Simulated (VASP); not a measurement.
# BN in VASP: further runs, part 2 of 2

VASP 6.6.1.

### Step 3. Relaxation of the atoms, PBE+D3(BJ)

INCAR

```
SYSTEM = BN
  PREC = Accurate
  ENCUT = 520
  EDIFF = 1E-6
  ISMEAR = 0
  SIGMA = 0.05
  LREAL = .False.
  LASPH = .True.
  NELM = 80
  ALGO = Normal
  ISIF = 2
  LWAVE = .False.
  LCHARG = .False.
  LDIPOL = .True.
  IDIPOL = 3
  DIPOL = 0.5 0.5 0.500
  GGA = PE
  IVDW = 12
  IBRION = 2
  NSW = 60
  EDIFFG = -0.04
```

KPOINTS

```
Automatic mesh
0
Gamma
  12 12 1
  0 0 0
```

POSCAR

```
BN
1.0
    2.5022435700      0.0000000000      0.0000000000
   -1.2511217800      2.1670064900      0.0000000000
    0.0000000000      0.0000000000     23.3753904900
B N
2 2
Direct
    0.6666666700      0.3333333300      0.4278003400
    0.3333333300      0.6666666700      0.5720945908
    0.3333333300      0.6666666700      0.4279054092
    0.0000000000      0.0000000000      0.5721996600
```

Potentials or basis: VASP PAW PBE potentials, release 64 (B, N).

Command:

```console
$ cat potpaw_PBE.64/B/POTCAR potpaw_PBE.64/N/POTCAR > POTCAR
$ mpirun -np 1 vasp_std > vasp.out
```

OUTCAR:

```text
SYSTEM = BN
   PREC = Accurate
   ENCUT = 520
   EDIFF = 1E-6
   ISMEAR = 0
   LREAL = .False.
   LASPH = .True.
   NELM = 80
   ISIF = 2
   GGA = PE
   IVDW = 12
   IBRION = 2
   NSW = 60
   EDIFFG = -0.04
 IVDW          = 12

 ion  position               nearest neighbor table
   1  0.667  0.333  0.428-   3 1.44   3 1.44   3 1.44
   2  0.333  0.667  0.572-   4 1.44   4 1.44   4 1.44
   3  0.333  0.667  0.428-   1 1.44   1 1.44   1 1.44
   4  0.000  0.000  0.572-   2 1.44   2 1.44   2 1.44

  LATTYP: Found a hexagonal cell.
 ALAT       =     2.5022435700
 C/A-ratio  =     9.3417726277

  Lattice vectors:

 A1 = (   2.5022435700,   0.0000000000,   0.0000000000)
 A2 = (  -1.2511217800,   2.1670064900,   0.0000000000)
 A3 = (   0.0000000000,   0.0000000000,  23.3753904900)

Analysis of symmetry for initial positions (statically):
=====================================================================
 Subroutine PRICEL returns:
 Original cell was already a primitive cell.

 Routine SETGRP: Setting up the symmetry group for a
 hexagonal supercell.

 Subroutine GETGRP returns: Found  6 space group operations
 (whereof  6 operations were pure point group operations)
 out of a pool of 24 trial point group operations.

The static configuration has the point symmetry C_3v.

Analysis of symmetry for dynamics (positions and initial velocities):
=====================================================================
 Subroutine PRICEL returns:
 Original cell was already a primitive cell.

 Routine SETGRP: Setting up the symmetry group for a
 hexagonal supercell.

 Subroutine GETGRP returns: Found  6 space group operations
 (whereof  6 operations were pure point group operations)
 out of a pool of 24 trial point group operations.

The dynamic configuration has the point symmetry C_3v.

 Subroutine INISYM returns: Found  6 space group operations
 (whereof  6 operations are pure point group operations),
 and found     1 'primitive' translations

----------------------------------------------------------------------------------------

                                     Primitive cell

  volume of cell :     126.7502

  direct lattice vectors                    reciprocal lattice vectors
     2.502243570  0.000000000  0.000000000     0.399641351  0.230733041  0.000000000
    -1.251121780  2.167006490  0.000000000     0.000000000  0.461466084  0.000000000
     0.000000000  0.000000000 23.375390490     0.000000000  0.000000000  0.042780034

  length of vectors
     2.502243570  2.502243561 23.375390490     0.461466083  0.461466084  0.042780034

  position of ions in fractional coordinates (direct lattice)
     0.666666670  0.333333330  0.427800340
     0.333333330  0.666666670  0.572094591
[... 124 lines left out ...]

  energy without entropy =      -35.17958882  energy(sigma->0) =      -35.17958882

------------------------ aborting loop because EDIFF is reached ----------------------------------------

 Edisp (eV)   -0.42188

 E8    (eV) :    -0.1300

  FORCE on cell =-STRESS in cart. coord.  units (eV):
  Direction    XX          YY          ZZ          XY          YZ          ZX
  --------------------------------------------------------------------------------------
  -------------------------------------------------------------------------------------
  Total       0.56470     0.56470    -0.06539     0.00000     0.00000     0.00000
  in kB       7.13803     7.13803    -0.82651     0.00000     0.00000     0.00000
  external pressure =        4.48 kB  Pullay stress =        0.00 kB

 VOLUME and BASIS-vectors are now :
 -----------------------------------------------------------------------------
  energy-cutoff  :      520.00
  volume of cell :      126.75
      direct lattice vectors                 reciprocal lattice vectors
     2.502243570  0.000000000  0.000000000     0.399641351  0.230733041  0.000000000
    -1.251121780  2.167006490  0.000000000     0.000000000  0.461466084  0.000000000
     0.000000000  0.000000000 23.375390490     0.000000000  0.000000000  0.042780034

 POSITION                                       TOTAL-FORCE (eV/Angst)
 -----------------------------------------------------------------------------------
      1.25112      0.72234     10.00000         0.000000     -0.000000      0.051867
     -0.00000      1.44467     13.37293        -0.000000      0.000000      0.010487
     -0.00000      1.44467     10.00246        -0.000000      0.000000     -0.044037
      0.00000      0.00000     13.37539         0.000000      0.000000     -0.018317
 -----------------------------------------------------------------------------------
    total drift:                                0.000008     -0.000005      0.000080

  FREE ENERGIE OF THE ION-ELECTRON SYSTEM (eV)
  ---------------------------------------------------
  free  energy   TOTEN  =       -35.6014666394 eV

  energy  without entropy=      -35.6014666394  energy(sigma->0) =      -35.60146664

--------------------------------------- Ionic step        2  -------------------------------------------

 number of electron      16.0000000 magnetization

 dipolmoment           0.000000      0.000000      0.002760 electrons x Angstroem

 Free energy of the ion-electron system (eV)
  ---------------------------------------------------
  ext. energy  EPLUGINS =         0.00000000
  ---------------------------------------------------
  free energy    TOTEN  =       -35.17961245 eV

  energy without entropy =      -35.17961245  energy(sigma->0) =      -35.17961245

 E-fermi :  -3.2302     XC(G=0):  -3.2594

 val. band max:       -3.4791607080   @ k =   0.3333   0.3333   0.0000
 cond. band min:       1.0338540272   @ k =   0.5000   0.0000   0.0000
 fundamental gap:      4.5130147352
 Fermi energy:        -3.2301526135

 k-point     1 :       0.0000    0.0000    0.0000
  band No.  band energies     occupation
      1     -21.2786      2.00000
      2     -21.1200      2.00000
      3      -9.2534      2.00000
      4      -8.2829      2.00000
      5      -4.8968      2.00000
      6      -4.8968      2.00000
      7      -4.8030      2.00000
      8      -4.8030      2.00000
      9       1.2791      0.00000
     10       1.7848      0.00000
     11       2.3481      0.00000
     12       3.1353      0.00000
[... 256 lines left out ...]
 k-point    19 :       0.3333    0.3333    0.0000
  band No.  band energies     occupation
      1     -17.5681      2.00000
      2     -17.4743      2.00000
      3     -11.4830      2.00000
      4     -11.3972      2.00000
      5     -10.7254      2.00000
      6     -10.6382      2.00000
      7      -3.5860      2.00000
      8      -3.4792      2.00000
      9       1.0904      0.00000
     10       1.2367      0.00000
     11       8.6622      0.00000
     12       8.8404      0.00000

------------------------ aborting loop because EDIFF is reached ----------------------------------------

 vacuum level on the upper side and lower side of the slab       (xc-potential included)        -0.126        -0.246

 Edisp (eV)   -0.42193

 E8    (eV) :    -0.1300

  FORCE on cell =-STRESS in cart. coord.  units (eV):
  Direction    XX          YY          ZZ          XY          YZ          ZX
  --------------------------------------------------------------------------------------
  -------------------------------------------------------------------------------------
  Total       0.56456     0.56456    -0.06618     0.00000    -0.00000    -0.00000
  in kB       7.13633     7.13633    -0.83652     0.00000    -0.00000    -0.00000
  external pressure =        4.48 kB  Pullay stress =        0.00 kB

 VOLUME and BASIS-vectors are now :
 -----------------------------------------------------------------------------
  energy-cutoff  :      520.00
  volume of cell :      126.75
      direct lattice vectors                 reciprocal lattice vectors
     2.502243570  0.000000000  0.000000000     0.399641351  0.230733041  0.000000000
    -1.251121780  2.167006490  0.000000000     0.000000000  0.461466084  0.000000000
     0.000000000  0.000000000 23.375390490     0.000000000  0.000000000  0.042780034

 POSITION                                       TOTAL-FORCE (eV/Angst)
 -----------------------------------------------------------------------------------
      1.25112      0.72234     10.00250        -0.000000      0.000000     -0.014390
     -0.00000      1.44467     13.37344        -0.000000      0.000000     -0.009579
     -0.00000      1.44467     10.00033         0.000000     -0.000000      0.021944
      0.00000      0.00000     13.37451        -0.000000      0.000000      0.002025
 -----------------------------------------------------------------------------------
    total drift:                                0.000008     -0.000005      0.000868

  FREE ENERGIE OF THE ION-ELECTRON SYSTEM (eV)
  ---------------------------------------------------
  free  energy   TOTEN  =       -35.6015412209 eV

  energy  without entropy=      -35.6015412209  energy(sigma->0) =      -35.60154122

 reached required accuracy - stopping structural energy minimisation

 vacuum level on the upper side and lower side of the slab         2.186         2.066
```

OSZICAR:

```text
N       E                     dE             d eps       ncg     rms          rms(c)
DAV:   1     0.137826108236E+03    0.13783E+03   -0.64717E+03   456   0.103E+03
DAV:   2    -0.221771155129E+02   -0.16000E+03   -0.14441E+03   776   0.237E+02
DAV:   3    -0.385219603383E+02   -0.16345E+02   -0.16210E+02   588   0.952E+01
[... 20 lines left out ...]
DAV:   1    -0.351796265656E+02   -0.38475E-04   -0.22369E-02   468   0.135E+00    0.201E-02
DAV:   2    -0.351796214828E+02    0.50828E-05   -0.14831E-04   524   0.115E-01    0.175E-02
DAV:   3    -0.351796153076E+02    0.61752E-05   -0.88691E-06   576   0.376E-02    0.988E-03
DAV:   4    -0.351796122691E+02    0.30386E-05   -0.51626E-06   584   0.351E-02    0.214E-03
DAV:   5    -0.351796124539E+02   -0.18482E-06   -0.25565E-06   584   0.193E-02
   2 F= -.35601541E+02 E0= -.35601541E+02  d E =-.745815E-04
```

It took 84 s on 1 thread of Oxide Virtual Turin-like, shared host; peak memory 0.21 GiB.

Results:

| Item | Value |
| --- | --- |
| Free energy | -35.6015 eV |
| Energy gained by relaxing | 0.0 meV/atom |
| Ionic steps | 2 |
| Largest force after relaxing | 0.022 eV/Å |
| Band gap on the k mesh | 4.51 eV (least direct gap 4.57 eV) |
| Dispersion energy per atom | -0.105 eV |

Forces in eV/Å, atoms in the order of the input:
```
B    0.000  0.000 -0.014
B    0.000  0.000 -0.010
N    0.000  0.000  0.022
N    0.000  0.000  0.002
```

Final structure:
```yaml
crystal:
  lattice:
    - [2.50224, 0.00000, 0.00000]
    - [-1.25112, 2.16701, 0.00000]
    - [0.00000, 0.00000, 23.37539]
  atoms:
    - { symbol: B, position: [0.66667, 0.33333, 0.42791] }
    - { symbol: B, position: [0.33333, 0.66667, 0.57212] }
    - { symbol: N, position: [0.33333, 0.66667, 0.42781] }
    - { symbol: N, position: [0.00000, 0.00000, 0.57216] }
```

### Step 4. Single point, PBE+D3(BJ)

INCAR

```
SYSTEM = BN
ALGO = Normal
DIPOL = 0.5 0.5 0.500
EDIFF = 1E-6
ENCUT = 520
GGA = PE
IDIPOL = 3
ISIF = 2
ISMEAR = 0
IVDW = 12
LASPH = .True.
LCHARG = .True.
LDIPOL = .True.
LELF = .True.
LREAL = .False.
LVACPOTAV = .True.
LVHAR = .True.
LWAVE = .False.
NBANDS = 16
NELM = 60
PREC = Accurate
SIGMA = 0.05
```

KPOINTS

```
k-points
0
Gamma
  48 48 1
  0 0 0
```

POSCAR

```
BN
1.0
    2.5022435700      0.0000000000      0.0000000000
   -1.2511217800      2.1670064900      0.0000000000
    0.0000000000      0.0000000000     23.3753904900
B N
2 2
Direct
    0.6666666654      0.3333333333      0.4284985112
    0.3333333333      0.6666666679      0.5715071531
    0.3333333333      0.6666666679      0.4284273041
    0.0000000000      0.0000000000      0.5715670316
```

Potentials or basis: VASP PAW PBE potentials, release 64 (B, N).

Command:

```console
$ cat potpaw_PBE.64/B/POTCAR potpaw_PBE.64/N/POTCAR > POTCAR
$ mpirun -np 1 vasp_std > vasp.out
```

OUTCAR:

```text
SYSTEM = BN
   EDIFF = 1E-6
   ENCUT = 520
   GGA = PE
   ISIF = 2
   ISMEAR = 0
   IVDW = 12
   LASPH = .True.
   LREAL = .False.
   NELM = 60
   PREC = Accurate
 IVDW          = 12

 ion  position               nearest neighbor table
   1  0.667  0.333  0.428-   3 1.44   3 1.44   3 1.44
   2  0.333  0.667  0.572-   4 1.44   4 1.44   4 1.44
   3  0.333  0.667  0.428-   1 1.44   1 1.44   1 1.44
   4  0.000  0.000  0.572-   2 1.44   2 1.44   2 1.44

  LATTYP: Found a hexagonal cell.
 ALAT       =     2.5022435700
 C/A-ratio  =     9.3417726277

  Lattice vectors:

 A1 = (   2.5022435700,   0.0000000000,   0.0000000000)
 A2 = (  -1.2511217800,   2.1670064900,   0.0000000000)
 A3 = (   0.0000000000,   0.0000000000,  23.3753904900)

Analysis of symmetry for initial positions (statically):
=====================================================================
 Subroutine PRICEL returns:
 Original cell was already a primitive cell.

 Routine SETGRP: Setting up the symmetry group for a
 hexagonal supercell.

 Subroutine GETGRP returns: Found  6 space group operations
 (whereof  6 operations were pure point group operations)
 out of a pool of 24 trial point group operations.

The static configuration has the point symmetry C_3v.

Analysis of symmetry for dynamics (positions and initial velocities):
=====================================================================
 Subroutine PRICEL returns:
 Original cell was already a primitive cell.

 Routine SETGRP: Setting up the symmetry group for a
 hexagonal supercell.

 Subroutine GETGRP returns: Found  6 space group operations
 (whereof  6 operations were pure point group operations)
 out of a pool of 24 trial point group operations.

The dynamic configuration has the point symmetry C_3v.

 Subroutine INISYM returns: Found  6 space group operations
 (whereof  6 operations are pure point group operations),
 and found     1 'primitive' translations

----------------------------------------------------------------------------------------
[... 125 lines left out ...]
   IVDW    =    12    specifies the selected vdW correction
   LEPSILON=     F    determine dielectric tensor
   LRPA    =     F    only Hartree local field effects (RPA)
 non-spin polarized calculation
 Gauss-broadening in eV      SIGMA  =   0.05
  energy-cutoff  :      520.00
  volume of cell :      126.75
 maximum number of plane-waves:      3459
 NGX is ok and might be reduce to    20
   NGX =  9   NGY =  9   NGZ = 87

 dipolmoment           0.000000      0.000000     -0.000000 electrons x Angstroem

 number of electron      16.0000000 magnetization

 dipolmoment           0.000000      0.000000      0.003069 electrons x Angstroem

 Free energy of the ion-electron system (eV)
  ---------------------------------------------------
  ext. energy  EPLUGINS =         0.00000000
  ---------------------------------------------------
  free energy    TOTEN  =       -35.17726481 eV

  energy without entropy =      -35.17726481  energy(sigma->0) =      -35.17726481

 E-fermi :  -3.2856     XC(G=0):  -3.2618

 val. band max:       -3.4787360292   @ k =   0.3333   0.3333   0.0000
 cond. band min:       1.0243449344   @ k =   0.5000   0.0000   0.0000
 fundamental gap:      4.5030809636
 Fermi energy:        -3.2856479354

 k-point     1 :       0.0000    0.0000    0.0000
  band No.  band energies     occupation
      1     -21.2872      2.00000
      2     -21.1171      2.00000
      3      -9.2750      2.00000
      4      -8.2646      2.00000
      5      -4.9032      2.00000
      6      -4.9032      2.00000
[... 433 lines left out ...]
      3     -12.4360      2.00000
      4     -12.3197      2.00000
      5      -7.6976      2.00000
      6      -7.5932      2.00000
[... 8 lines left out ...]
     15       9.6785      0.00000
     16       9.8702      0.00000

 [... further k-points ...]

------------------------ aborting loop because EDIFF is reached ----------------------------------------

 Edisp (eV)   -0.42442

 E8    (eV) :    -0.1309

  FORCE on cell =-STRESS in cart. coord.  units (eV):
  Direction    XX          YY          ZZ          XY          YZ          ZX
  --------------------------------------------------------------------------------------
  -------------------------------------------------------------------------------------
  Total       0.56208     0.56208    -0.04070     0.00000     0.00000    -0.00000
  in kB       7.10493     7.10493    -0.51451     0.00000     0.00000    -0.00000
  external pressure =        4.57 kB  Pullay stress =        0.00 kB

 VOLUME and BASIS-vectors are now :
 -----------------------------------------------------------------------------
  energy-cutoff  :      520.00
  volume of cell :      126.75
      direct lattice vectors                 reciprocal lattice vectors
     2.502243570  0.000000000  0.000000000     0.399641351  0.230733041  0.000000000
    -1.251121780  2.167006490  0.000000000     0.000000000  0.461466084  0.000000000
     0.000000000  0.000000000 23.375390490     0.000000000  0.000000000  0.042780034

 POSITION                                       TOTAL-FORCE (eV/Angst)
 -----------------------------------------------------------------------------------
      1.25112      0.72234     10.01632         0.000000     -0.000000     -0.010519
      0.00000      1.44467     13.35920         0.000000      0.000000     -0.002651
      0.00000      1.44467     10.01466        -0.000000     -0.000000      0.011294
      0.00000      0.00000     13.36060         0.000000      0.000000      0.001876
 -----------------------------------------------------------------------------------
    total drift:                                0.000002     -0.000003      0.000111

  FREE ENERGIE OF THE ION-ELECTRON SYSTEM (eV)
  ---------------------------------------------------
  free  energy   TOTEN  =       -35.6016802779 eV

  energy  without entropy=      -35.6016802779  energy(sigma->0) =      -35.60168028

 vacuum level on the upper side and lower side of the slab         2.360         2.258
```

Wall time 16 min (1 thread of Oxide Virtual Turin-like, shared host); peak memory 0.49 GiB.

What came out:

- Free energy: -35.6017 eV
- Largest force: 0.011 eV/Å
- Band gap on the k mesh: 4.50 eV (least direct gap 4.56 eV)
- Dispersion energy per atom: -0.106 eV

Forces on the atoms (eV/Å):
```
B    0.000  0.000 -0.011
B    0.000  0.000 -0.003
N    0.000  0.000  0.011
N    0.000  0.000  0.002
```

### Step 5. Summary

| task | cell | k mesh | gap on the mesh (eV) | largest force (eV/Å) |
| --- | --- | --- | --- | --- |
| single point | a = 2.502, b = 2.502, c = 23.375 Å, angles 90.0, 90.0, 120.0°, 4 atoms, atomic positions A | 12 × 12 × 1 | 4.50 | 0.01 |
| relaxation of the atoms | atoms relaxed from a = 2.502, b = 2.502, c = 23.375 Å, angles 90.0, 90.0, 120.0°, 4 atoms, atomic positions B | 12 × 12 × 1 | 4.51 | 0.02 |
| single point | a = 2.502, b = 2.502, c = 23.375 Å, angles 90.0, 90.0, 120.0°, 4 atoms, atomic positions A | 48 × 48 × 1 | 4.50 | 0.01 |

Alike in all rows: level PBE+D3(BJ); potentials or basis VASP PAW PBE potentials, release 64 (B, N); no spin polarisation; cutoff (eV) 520; smearing gaussian 0.05 eV.

Total energies depend on the potentials used, so only differences within one code and one set of settings carry meaning.
